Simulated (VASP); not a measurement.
Wanted: the native input for a VASP 6.6.1 run.

```
Task                   : single point
Functional             : PBE
Potentials or basis    : VASP PAW PBE potentials, release 64 (Al, In_d, N)
Cutoff                 : 520 eV
k mesh                 : 3 × 3 × 6
Occupations            : gaussian, width 0.1 eV
Spin                   : no spin polarisation
Dipole correction      : no
Further INCAR settings : ALGO = Normal; EDIFF = 1e-07; NBANDS = 31
```

The structure of AlIn2N3 lies in POSCAR:

```
AlIn2N3
1.0
    5.8868116923      0.0000000000      0.0000000000
   -2.9434058461      5.0981284728      0.0000000000
    0.0000000000      0.0000000000      3.0307272525
Al In N
1 2 3
Direct
    0.0000000000      0.0000000000      0.0000000000
    0.3333333333      0.6666666667      0.0000000000
    0.6666666667      0.3333333333      0.0000000000
    0.5000000000      0.0000000000      0.5000000000
    0.5000000000      0.5000000000      0.5000000000
    0.0000000000      0.5000000000      0.5000000000
```

The input as run:

INCAR

```
ALGO = Normal
EDIFF = 1E-7
ENCUT = 520
GGA = PE
ISIF = 2
ISMEAR = 0
LASPH = T
LCHARG = F
LREAL = F
LWAVE = F
NBANDS = 31
NELM = 60
PREC = Accurate
SIGMA = 0.1
```

KPOINTS

```
k-points
0
Gamma
  3 3 6
```

Potentials or basis: VASP PAW PBE potentials, release 64 (Al, In_d, N).

The run is started by

```console
$ cat potpaw_PBE.64/Al/POTCAR potpaw_PBE.64/In_d/POTCAR potpaw_PBE.64/N/POTCAR > POTCAR
$ mpirun -np 1 vasp_std > vasp.out
```

Results of the run:

```json
{"Pressure": "0.3 GPa", "Band gap on the k mesh": "zero (band 22 reaches 6.45 eV, above the bottom of band 23 at 5.85 eV)"}
```

Caveat: the k points lie up to 0.41 Å⁻¹ apart; spin-orbit coupling is left out, which moves the levels of the heavy elements.

It took 23 s on 1 thread of Intel(R) Xeon(R) Platinum 8559C (Emerald Rapids), with other jobs on the host, peak memory 0.23 GiB.
